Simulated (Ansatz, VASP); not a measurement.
# One calculation of BiRu, two programs

File INCAR:

```
  PREC = Accurate
  ENCUT = 520
  EDIFF = 1E-6
  ISMEAR = 0
  SIGMA = 0.2
  LREAL = False
  LASPH = True
  NELM = 150
  ALGO = Normal
  ISIF = 2
  LWAVE = False
  LCHARG = False
  ISPIN = 2
  MAGMOM = 0 0 0.57 0.57
  LORBIT = 11
  LMAXMIX = 4
  GGA = PE
  NBANDS = 41
```

Contents of KPOINTS:

```
Automatic mesh
0
Gamma
  6 6 4
```

The input POSCAR:

```
BiRu
1.0
   -3.3946184302      0.0000000000      0.0000000000
    0.0000000000      0.0000000000     -3.3946184302
    0.0000000000     -6.7892368604      0.0000000000
Bi Ru
2 2
Direct
    0.0000000000      0.0000000000      0.5000000000
    0.0000000000      0.0000000000      0.0000000000
    0.5000000000      0.5000000000      0.7500000000
    0.5000000000      0.5000000000      0.2500000000
```

Input for Ansatz:

```yaml
crystal:
  lattice:
    - [-3.3946184302, 0.0, 0.0]
    - [0.0, 0.0, -3.3946184302]
    - [0.0, -6.7892368604, 0.0]
  atoms:
    - { symbol: Bi, position: [0.0, 0.0, 0.5] }
    - { symbol: Bi, position: [0.0, 0.0, 0.0] }
    - { symbol: Ru, position: [0.5, 0.5, 0.75], spin: 0.57 }
    - { symbol: Ru, position: [0.5, 0.5, 0.25], spin: 0.57 }
basis:
  ecutwfc: 420
kpoints:
  mp_grid: { grid: [6, 6, 4] }
hamiltonian:
  xc: pbe
scf:
  occupations: { method: gaussian, width: 0.2 }
  lower_state_search: "off"
output:
  forces: true
  stress: true
  eigenvalues: true
  populations: true
magnetization:
  spin_polarized: true
```

Alike in both runs: task single point; functional PBE; k mesh 6 × 6 × 4; occupations gaussian, width 0.2 eV; collinear spin.

|  | VASP | Ansatz |
| --- | --- | --- |
| version | VASP 6.6.1 | Ansatz 0.2.0 |
| potentials or method | VASP PAW PBE potentials, release 64 (Bi_d, Ru_pv), cutoff 520 eV | scalar-relativistic, plane waves, PAW |
| valence electrons in the cell | 58 | 62 |

```tsv
	VASP	Ansatz	Ansatz less VASP
gap on the k mesh at the Fermi level (eV)	none	none	-
pressure (GPa)	0.3	0.3	-0.01
net moment per atom (μB)	0.23	0.23	+0.004
size of the moment on the site where the two differ most (μB)	0.44	0.45	+0.006
```

Site moments also hang on the region over which each program counts them. A gap of «none» marks a metal or a gap that the smearing closes. VASP's potentials hold 58 valence electrons a cell and Ansatz's 62, so a difference there can come from the potentials and not from the codes.

Neither program's run includes spin-orbit coupling.
